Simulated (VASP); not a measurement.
# Rh (Fm-3m) in VASP: a series of runs

Rh is run at these levels: PBE; tasks: single point.

All numbers are computed with VASP 6.6.1; they aren't measurements. Logs are shortened: lines on timing, memory, paths and dates and some standing lists are left out, and cuts for length are marked.

## Step 1: The cell of the first run

Symmetry: Fm-3m, No. 225, cubic system. Conventional cell: a = 3.670 Å, b = 3.670 Å, c = 3.670 Å, α = 90.00°, β = 90.00°, γ = 90.00°. Within 3.4 Å of Rh (site symmetry m-3m) lie 12 Rh at 2.60 Å.

## Step 2: Single point, PBE, collinear spin, ferromagnetic start (12.36 Å³/atom)

File INCAR:

```
SYSTEM = Rh
ALGO = Fast
EDIFF = 1E-6
ENCUT = 520
GGA = PE
ISIF = 2
ISMEAR = 0
ISPIN = 2
LASPH = .TRUE.
LCHARG = .FALSE.
LMAXMIX = 4
LORBIT = 11
LREAL = .FALSE.
LWAVE = .FALSE.
MAGMOM = 0.5
NBANDS = 18
NELM = 150
NUPDOWN = 0.5
PREC = Accurate
SIGMA = 0.15
```

File KPOINTS:

```
k-points
0
G
  22 22 22
  0 0 0
```

File POSCAR:

```
Rh
1.0
    0.0000000000      1.8351625453      1.8351625453
    1.8351625453      0.0000000000      1.8351625453
    1.8351625453      1.8351625453      0.0000000000
Rh
1
Direct
    0.0000000000      0.0000000000      0.0000000000
```

Potentials or basis: VASP PAW PBE potentials, release 64 (Rh_pv).

The run is started by

```
> cat potpaw_PBE.64/Rh_pv/POTCAR > POTCAR
> mpirun -np 1 vasp_std > vasp.out
```

OUTCAR:

```text
SYSTEM = Rh
   EDIFF = 1E-6
   ENCUT = 520
   GGA = PE
   ISIF = 2
   ISMEAR = 0
   ISPIN = 2
   LASPH = .TRUE.
   LORBIT = 11
   LREAL = .FALSE.
   NELM = 150
   NUPDOWN = 0.5
   PREC = Accurate

 ion  position               nearest neighbor table
   1  0.000  0.000  0.000-

  LATTYP: Found a face centered cubic cell.
 ALAT       =     3.6703250906

  Lattice vectors:

 A1 = (   0.0000000000,   1.8351625453,   1.8351625453)
 A2 = (   1.8351625453,   0.0000000000,   1.8351625453)
 A3 = (   1.8351625453,   1.8351625453,   0.0000000000)

Analysis of symmetry for initial positions (statically):
=====================================================================
 Subroutine PRICEL returns:
 Original cell was already a primitive cell.

 Routine SETGRP: Setting up the symmetry group for a
 face centered cubic supercell.

 Subroutine GETGRP returns: Found 48 space group operations
 (whereof 48 operations were pure point group operations)
 out of a pool of 48 trial point group operations.

The static configuration has the point symmetry O_h .

Analysis of symmetry for dynamics (positions and initial velocities):
=====================================================================
 Subroutine PRICEL returns:
 Original cell was already a primitive cell.

 Routine SETGRP: Setting up the symmetry group for a
 face centered cubic supercell.

 Subroutine GETGRP returns: Found 48 space group operations
 (whereof 48 operations were pure point group operations)
 out of a pool of 48 trial point group operations.

The dynamic configuration has the point symmetry O_h .

Analysis of structural, dynamic, and magnetic symmetry:
=====================================================================
 Subroutine PRICEL returns:
 Original cell was already a primitive cell.

 Routine SETGRP: Setting up the symmetry group for a
 face centered cubic supercell.

 Subroutine GETGRP returns: Found 48 space group operations
 (whereof 48 operations were pure point group operations)
 out of a pool of 48 trial point group operations.

The overall configuration has the point symmetry O_h .

 Subroutine INISYM returns: Found 48 space group operations
 (whereof 48 operations are pure point group operations),
 and found     1 'primitive' translations

----------------------------------------------------------------------------------------

[... 101 lines left out ...]
   NELECT =      15.0000    total number of electrons
   NUPDOWN=       0.5000    fix difference up-down
   EMIN   =  10.00;   EMAX   =-10.00  energy-range for DOS
   EFERMI =   0.00;   METHOD = LEGACY
   ISMEAR =     0;   SIGMA  =   0.15  broadening in eV -4-tet -1-fermi 0-gaus
   EFERMI_NEDOS =   21; number of points for ismear=-14 and -15
   IALGO  =     68    algorithm
   IMIX   =      4    mixing-type and parameters
     AMIX     =   0.40;   BMIX     =  1.00
     AMIX_MAG =   1.60;   BMIX_MAG =  1.00
  volume/ion in A,a.u.               =      12.36        83.42
  Fermi-wavevector in a.u.,A,eV,Ry     =   1.746173  3.299789 41.485820  3.049122
  Thomas-Fermi vector in A             =   2.817718
   LORBIT       =     11    0 simple, 1 ext, 2 COOP (PROOUT), +10 PAW based schemes
   GGA     = PE    functional components
   LHFCALC =     F    Hartree Fock is set to
   AEXX    =    0.0000 exact exchange contribution
   IVDW    =     0    specifies the selected vdW correction
   LEPSILON=     F    determine dielectric tensor
   LRPA    =     F    only Hartree local field effects (RPA)
 spin polarized calculation
 RMM-DIIS sequential band-by-band and
 Gauss-broadening in eV      SIGMA  =   0.15
  energy-cutoff  :      520.00
  volume of cell :       12.36
 maximum number of plane-waves:       342
   NGX =  9   NGY =  9   NGZ =  9

 number of electron      15.0000000 magnetization       0.5000000

 Free energy of the ion-electron system (eV)
  ---------------------------------------------------
  ext. energy  EPLUGINS =         0.00000000
  ---------------------------------------------------
  free energy    TOTEN  =        -6.98667216 eV

  energy without entropy =       -6.97280809  energy(sigma->0) =       -6.97974012

 E-fermi :  13.6732     XC(G=0): -14.7262

 val. band max:       14.1974883144   @ k =   0.4545   0.4091   0.0000
 cond. band min:      13.6740985890   @ k =  -0.1818   0.0909   0.0000
 fundamental gap:     -0.5233897254
 Fermi energy:        14.2020229815

 spin component 1

 k-point     1 :       0.0000    0.0000    0.0000
  band No.  band energies     occupation
      1     -32.7768      1.00000
      2     -32.7768      1.00000
      3     -32.7768      1.00000
      4       5.1678      1.00000
      5      10.1892      1.00000
      6      10.1892      1.00000
[... 493 lines left out ...]
     17      48.0277      0.00000
     18      54.6891      0.00000

 [... further k-points ...]

 spin component 2

 k-point     1 :       0.0000    0.0000    0.0000
  band No.  band energies     occupation
      1     -32.3641      1.00000
      2     -32.3641      1.00000
      3     -32.3641      1.00000
      4       5.2541      1.00000
      5      10.5273      1.00000
      6      10.5273      1.00000
[... 493 lines left out ...]
     17      48.1135      0.00000
     18      54.8917      0.00000

 [... further k-points ...]

------------------------ aborting loop because EDIFF is reached ----------------------------------------

  FORCE on cell =-STRESS in cart. coord.  units (eV):
  Direction    XX          YY          ZZ          XY          YZ          ZX
  --------------------------------------------------------------------------------------
  -------------------------------------------------------------------------------------
  Total        3.7261858      3.7261858      3.7261858      0.0000000     -0.0000000     -0.0000000
  in kB      482.9714705    482.9714705    482.9714705      0.0000000     -0.0000000     -0.0000000
  external PRESSURE =     482.9714705 kB  Pullay stress =       0.0000000 kB

 VOLUME and BASIS-vectors are now :
 -----------------------------------------------------------------------------
  energy-cutoff  :      520.00
  volume of cell :       12.36
      direct lattice vectors                 reciprocal lattice vectors
     0.000000000  1.835162545  1.835162545    -0.272455430  0.272455430  0.272455430
     1.835162545  0.000000000  1.835162545     0.272455430 -0.272455430  0.272455430
     1.835162545  1.835162545  0.000000000     0.272455430  0.272455430 -0.272455430

 POSITION                                       TOTAL-FORCE (eV/Angst)
 -----------------------------------------------------------------------------------
      0.00000      0.00000      0.00000         0.000000      0.000000      0.000000
 -----------------------------------------------------------------------------------
    total drift:                                0.000000     -0.000000     -0.000000

  FREE ENERGIE OF THE ION-ELECTRON SYSTEM (eV)
  ---------------------------------------------------
  free  energy   TOTEN  =        -6.9866721554 eV

  energy  without entropy=       -6.9728080881  energy(sigma->0) =       -6.97974012

 total charge

# of ion       s       p       d       tot
------------------------------------------
    1        0.462   6.375   7.177  14.013

 magnetization (x)

# of ion       s       p       d       tot
------------------------------------------
    1        0.000   0.004   0.489   0.493
```

OSZICAR:

```text
N       E                     dE             d eps       ncg     rms          rms(c)
DAV:   1     0.130916460844E+03    0.13092E+03   -0.78341E+03 23944   0.912E+02
DAV:   2    -0.493414874084E+01   -0.13585E+03   -0.12853E+03 25112   0.301E+02
DAV:   3    -0.742999088647E+01   -0.24958E+01   -0.24829E+01 26698   0.427E+01
DAV:   4    -0.743705089235E+01   -0.70600E-02   -0.70595E-02 26042   0.230E+00
DAV:   5    -0.743708315875E+01   -0.32266E-04   -0.32265E-04 25574   0.140E-01    0.138E+01
RMM:   6    -0.701656576635E+01    0.42052E+00   -0.35739E-01 26631   0.498E+00    0.566E+00
RMM:   7    -0.699014223827E+01    0.26424E-01   -0.28974E-02 25822   0.153E+00    0.233E+00
RMM:   8    -0.698624129313E+01    0.39009E-02   -0.32214E-03 29237   0.526E-01    0.104E+00
RMM:   9    -0.698668528724E+01   -0.44399E-03   -0.32613E-04 29840   0.178E-01    0.103E-01
RMM:  10    -0.698667370289E+01    0.11584E-04   -0.42317E-05 29943   0.649E-02    0.191E-02
RMM:  11    -0.698667186919E+01    0.18337E-05   -0.39948E-06 28637   0.205E-02    0.107E-02
RMM:  12    -0.698667215545E+01   -0.28625E-06   -0.50265E-07 21373   0.750E-03
   1 F= -.69866722E+01 E0= -.69797401E+01  d E =-.138641E-01  mag=     0.5000
```

stdout:

```text
POSCAR found type information on POSCAR Rh
 POSCAR found :  1 types and       1 ions
 scaLAPACK will be used
 LDA part: xc-table for (Slater+PW92), standard interpolation
 POSCAR, INCAR and KPOINTS ok, starting setup
 FFT: planning ... GRIDC
 FFT: planning ... GRID_SOFT
 FFT: planning ... GRID
 WAVECAR not read
 entering main loop
WARNING in EDDRMM: call to ZHEGV failed, returncode =   6  3     17
WARNING in EDDRMM: call to ZHEGV failed, returncode =   6  3     12
```

Run time: 2.6 min. Hardware: 1 thread of Intel Xeon Platinum 8375C at 2.90GHz (Ice Lake), shared host; peak memory 0.21 GiB.

Results:

* Free energy: -6.9867 eV
* Pressure: 48.3 GPa
* Net moment: 0.50 μB per cell
* Site moments: Rh +0.49 μB
* Valence electrons inside the program's atomic spheres: Rh 14.01

Caveat: the cell stands under pressure; the total moment is fixed, so each spin has its own Fermi level and the state may be an excited one.

## Step 3: Single point, PBE, collinear spin, ferromagnetic start (12.36 Å³/atom)

File INCAR:

```
SYSTEM = Rh
PREC = Accurate
ENCUT = 520
EDIFF = 1E-7
ISMEAR = 0
SIGMA = 0.15
LREAL = .False.
LASPH = .True.
NELM = 150
ALGO = Fast
ISIF = 2
LWAVE = .False.
LCHARG = .True.
ISPIN = 2
MAGMOM = 0.25
LORBIT = 11
NUPDOWN = 0.25
LMAXMIX = 4
GGA = PE
LELF = .True.
LVHAR = .True.
NBANDS = 18
```

File KPOINTS:

```
regular mesh
0
Gamma
  22 22 22
  0 0 0
```

POSCAR is that of step 2.

Potentials or basis: VASP PAW PBE potentials, release 64 (Rh_pv).

The run is started by

```
> cat potpaw_PBE.64/Rh_pv/POTCAR > POTCAR
> mpirun -np 1 vasp_std > vasp.out
```

OUTCAR:

```text
SYSTEM = Rh
   PREC = Accurate
   ENCUT = 520
   EDIFF = 1E-7
   ISMEAR = 0
   LREAL = .False.
   LASPH = .True.
   NELM = 150
   ISIF = 2
   ISPIN = 2
   LORBIT = 11
   NUPDOWN = 0.25
   GGA = PE

 ion  position               nearest neighbor table
   1  0.000  0.000  0.000-

  LATTYP: Found a face centered cubic cell.
 ALAT       =     3.6703250906

  Lattice vectors:

 A1 = (   0.0000000000,   1.8351625453,   1.8351625453)
 A2 = (   1.8351625453,   0.0000000000,   1.8351625453)
 A3 = (   1.8351625453,   1.8351625453,   0.0000000000)

Analysis of symmetry for initial positions (statically):
=====================================================================
 Subroutine PRICEL returns:
 Original cell was already a primitive cell.

 Routine SETGRP: Setting up the symmetry group for a
 face centered cubic supercell.

 Subroutine GETGRP returns: Found 48 space group operations
 (whereof 48 operations were pure point group operations)
 out of a pool of 48 trial point group operations.

The static configuration has the point symmetry O_h .

Analysis of symmetry for dynamics (positions and initial velocities):
=====================================================================
 Subroutine PRICEL returns:
 Original cell was already a primitive cell.

 Routine SETGRP: Setting up the symmetry group for a
 face centered cubic supercell.

 Subroutine GETGRP returns: Found 48 space group operations
 (whereof 48 operations were pure point group operations)
 out of a pool of 48 trial point group operations.

The dynamic configuration has the point symmetry O_h .

Analysis of structural, dynamic, and magnetic symmetry:
=====================================================================
 Subroutine PRICEL returns:
 Original cell was already a primitive cell.

 Routine SETGRP: Setting up the symmetry group for a
[... 133 lines left out ...]
   LEPSILON=     F    determine dielectric tensor
   LRPA    =     F    only Hartree local field effects (RPA)
 spin polarized calculation
 RMM-DIIS sequential band-by-band and
 Gauss-broadening in eV      SIGMA  =   0.15
  energy-cutoff  :      520.00
  volume of cell :       12.36
 maximum number of plane-waves:       342
   NGX =  9   NGY =  9   NGZ =  9

 number of electron      15.0000000 magnetization       0.2500000

 Free energy of the ion-electron system (eV)
  ---------------------------------------------------
  ext. energy  EPLUGINS =         0.00000000
  ---------------------------------------------------
  free energy    TOTEN  =        -7.03688464 eV

  energy without entropy =       -7.02489069  energy(sigma->0) =       -7.03088766

 E-fermi :  13.8223     XC(G=0): -14.7290

 val. band max:       14.0863038538   @ k =   0.5000   0.1818   0.0909
 cond. band min:      13.8324641411   @ k =   0.5000   0.3636   0.0000
 fundamental gap:     -0.2538397127
 Fermi energy:        14.0909288747

 spin component 1

 k-point     1 :       0.0000    0.0000    0.0000
  band No.  band energies     occupation
      1     -32.6960      1.00000
      2     -32.6960      1.00000
      3     -32.6960      1.00000
      4       5.1897      1.00000
      5      10.2588      1.00000
      6      10.2588      1.00000
[... 493 lines left out ...]
     17      48.0454      0.00000
     18      54.7212      0.00000

 [... further k-points ...]

 spin component 2

 k-point     1 :       0.0000    0.0000    0.0000
  band No.  band energies     occupation
      1     -32.4888      1.00000
      2     -32.4888      1.00000
      3     -32.4888      1.00000
      4       5.2311      1.00000
      5      10.4285      1.00000
      6      10.4285      1.00000
[... 493 lines left out ...]
     17      48.0872      0.00000
     18      54.8498      0.00000

 [... further k-points ...]

------------------------ aborting loop because EDIFF is reached ----------------------------------------

  FORCE on cell =-STRESS in cart. coord.  units (eV):
  Direction    XX          YY          ZZ          XY          YZ          ZX
  --------------------------------------------------------------------------------------
  -------------------------------------------------------------------------------------
  Total        3.5772245      3.5772245      3.5772245      0.0000000      0.0000000      0.0000000
  in kB      463.6637809    463.6637809    463.6637809      0.0000000      0.0000000      0.0000000
  external PRESSURE =     463.6637809 kB  Pullay stress =       0.0000000 kB

 VOLUME and BASIS-vectors are now :
 -----------------------------------------------------------------------------
  energy-cutoff  :      520.00
  volume of cell :       12.36
      direct lattice vectors                 reciprocal lattice vectors
     0.000000000  1.835162545  1.835162545    -0.272455430  0.272455430  0.272455430
     1.835162545  0.000000000  1.835162545     0.272455430 -0.272455430  0.272455430
     1.835162545  1.835162545  0.000000000     0.272455430  0.272455430 -0.272455430

 POSITION                                       TOTAL-FORCE (eV/Angst)
 -----------------------------------------------------------------------------------
      0.00000      0.00000      0.00000         0.000000      0.000000      0.000000
 -----------------------------------------------------------------------------------
    total drift:                                0.000000      0.000000      0.000000

  FREE ENERGIE OF THE ION-ELECTRON SYSTEM (eV)
  ---------------------------------------------------
  free  energy   TOTEN  =        -7.0368846418 eV

  energy  without entropy=       -7.0248906872  energy(sigma->0) =       -7.03088766

 total charge

# of ion       s       p       d       tot
------------------------------------------
    1        0.462   6.376   7.173  14.011

 magnetization (x)

# of ion       s       p       d       tot
------------------------------------------
    1        0.000   0.001   0.245   0.247
```

OSZICAR:

```text
N       E                     dE             d eps       ncg     rms          rms(c)
DAV:   1     0.130814183854E+03    0.13081E+03   -0.78348E+03 23944   0.912E+02
DAV:   2    -0.499447229076E+01   -0.13581E+03   -0.12848E+03 25122   0.301E+02
DAV:   3    -0.749353924253E+01   -0.24991E+01   -0.24863E+01 26722   0.427E+01
DAV:   4    -0.750060489927E+01   -0.70657E-02   -0.70651E-02 26054   0.230E+00
DAV:   5    -0.750063716276E+01   -0.32263E-04   -0.32264E-04 25584   0.140E-01    0.136E+01
RMM:   6    -0.706766461823E+01    0.43297E+00   -0.36433E-01 26634   0.503E+00    0.546E+00
RMM:   7    -0.704078937929E+01    0.26875E-01   -0.29008E-02 25777   0.154E+00    0.217E+00
RMM:   8    -0.703643298573E+01    0.43564E-02   -0.38267E-03 29364   0.569E-01    0.660E-01
RMM:   9    -0.703690739861E+01   -0.47441E-03   -0.25170E-04 29317   0.165E-01    0.963E-02
RMM:  10    -0.703688372089E+01    0.23678E-04   -0.42256E-05 29965   0.668E-02    0.132E-02
RMM:  11    -0.703688438728E+01   -0.66639E-06   -0.64710E-06 29598   0.268E-02    0.786E-03
RMM:  12    -0.703688471853E+01   -0.33125E-06   -0.81925E-07 29861   0.932E-03    0.267E-03
RMM:  13    -0.703688464182E+01    0.76709E-07   -0.11903E-07 22899   0.344E-03
   1 F= -.70368846E+01 E0= -.70308877E+01  d E =-.119940E-01  mag=     0.2500
```

Wall time 2.2 min (1 thread of Intel Xeon Platinum 8375C at 2.90GHz (Ice Lake), shared host); peak memory 0.22 GiB.

Results:

```yaml
Free_energy: -7.0369 eV
Pressure: 46.4 GPa
Net_moment: 0.25 μB per cell
Site_moments: Rh +0.25 μB
Valence_electrons_inside_the_program's_atomic_spheres: Rh 14.01
```

Caveat: the cell stands under pressure; the total moment is fixed, so each spin has its own Fermi level and the state may be an excited one.
